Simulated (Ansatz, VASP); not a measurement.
This is a calculation of Pb for Ansatz 0.2.0.

Contents of input.yaml:

```yaml
crystal:
  lattice:
    - [0.0, 2.5235621278, 2.5235621278]
    - [2.5235621278, 0.0, 2.5235621278]
    - [2.5235621278, 2.5235621278, 0.0]
  atoms:
    - { symbol: Pb, position: [0.0, 0.0, 0.0] }
hamiltonian:
  xc: pbesol
  pseudopotentials: { kind: paw_fr }
magnetization:
  noncollinear: true
  spin_orbit: true
kpoints:
  mp_grid: { grid: [9, 9, 9] }
scf:
  occupations: { method: fermi_dirac, width: 0.05 }
output:
  forces: true
  stress: true
  eigenvalues: true
```

Potentials or basis: Ansatz PAW.

Launch:

```console
$ ansatz run input.yaml --threads 2 --pin off --max-ram 5120MiB --backend cpu --events-out ev --progress --plain --runs-dir out
```

Question: Translate it to VASP 6.6.1. Potentials there: VASP PAW PBE potentials, release 64 (Pb_d).

Answer: As run (the cutoff follows the program's own potentials):

The input INCAR:

```
PREC = Accurate
ENCUT = 520
EDIFF = 1E-7
ISMEAR = -1
SIGMA = 0.05
LREAL = False
LASPH = True
NELM = 150
ALGO = Normal
ISIF = 2
LWAVE = False
LCHARG = True
MAGMOM = 0 0 0
LORBIT = 11
LSORBIT = True
GGA_COMPAT = False
LORBMOM = True
GGA = PS
LVHAR = True
NBANDS = 25
```

KPOINTS

```
Automatic mesh
0
Gamma
  9 9 9
```

File POSCAR:

```
Pb
1.0
    0.0000000000      2.5235621278      2.5235621278
    2.5235621278      0.0000000000      2.5235621278
    2.5235621278      2.5235621278      0.0000000000
Pb
1
Direct
    0.0000000000      0.0000000000      0.0000000000
```

Potentials or basis: VASP PAW PBE potentials, release 64 (Pb_d).

Run with:

```bash
$ cat potpaw_PBE.64/Pb_d/POTCAR > POTCAR
$ mpirun -np 1 vasp_ncl > vasp.out
```

Both were run:

|  | VASP | Ansatz | Ansatz less VASP |
| --- | --- | --- | --- |
| pressure (GPa) | -2.9 | -2.9 | -0.01 |

VASP's potentials were made for PBE, not for PBEsol.
